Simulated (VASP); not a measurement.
**H: single point with PBEsol**

The system is H.

```
CELL_PARAMETERS angstrom
3.51856 0.00000 0.00000
-1.75928 3.04716 0.00000
0.00000 0.00000 6.01127
ATOMIC_POSITIONS crystal
H 0.33333 0.66667 0.17650
H 0.66667 0.33333 0.67650
H 0.66667 0.33333 0.82350
H 0.33333 0.66667 0.32350
```

This cell differs from its parent crystal: ratio of the length along z to the lengths across it x 1.3, volume and fractional coordinates fixed.

* Program: VASP 6.6.1
* Task: single point
* Functional: PBEsol
* Potentials or basis: VASP PAW PBE potentials, release 64 (H)
* Cutoff: 520 eV
* k mesh: 9 × 9 × 6
* Occupations: gaussian, width 0.05 eV
* Spin: no spin polarisation
* Dipole correction: no
* Further INCAR settings: ALGO = Normal; EDIFF = 1e-07; NBANDS = 10

- Pressure: -4.3 GPa
- Largest force: 2.845 eV/Å
- Band gap on the k mesh: 7.01 eV, indirect (least direct gap 7.27 eV)

Forces in eV/Å, atoms in the order of the input:
```
H    0.000  0.000  2.845
H    0.000  0.000  2.845
H    0.000  0.000 -2.845
H    0.000  0.000 -2.845
```

Stress tensor (GPa, compression positive):
```
 -0.06   0.00   0.00
  0.00  -0.06   0.00
  0.00   0.00 -12.79
```

Levels at points of the mesh, in eV from the valence-band top:
| k point | band 1 | band 2 | band 3 | band 4 | band 5 | band 6 |
| --- | --- | --- | --- | --- | --- | --- |
| (0.00, 0.00, 0.00) | -1.43 | -0.26 | 7.01 | 12.03 | 13.59 | 14.79 |
| (0.00, 0.00, 0.50) | -0.92 | -0.92 | 8.93 | 8.93 | 15.16 | 15.16 |

Run time: 37 s on 1 thread of AMD EPYC 7R43 64-Core Processor (Zen 3) (shared host), peak memory 0.14 GiB.

Caveat: the PAW data sets were made with another functional, which shifts forces and pressure a little. A k mesh can miss the band edges.
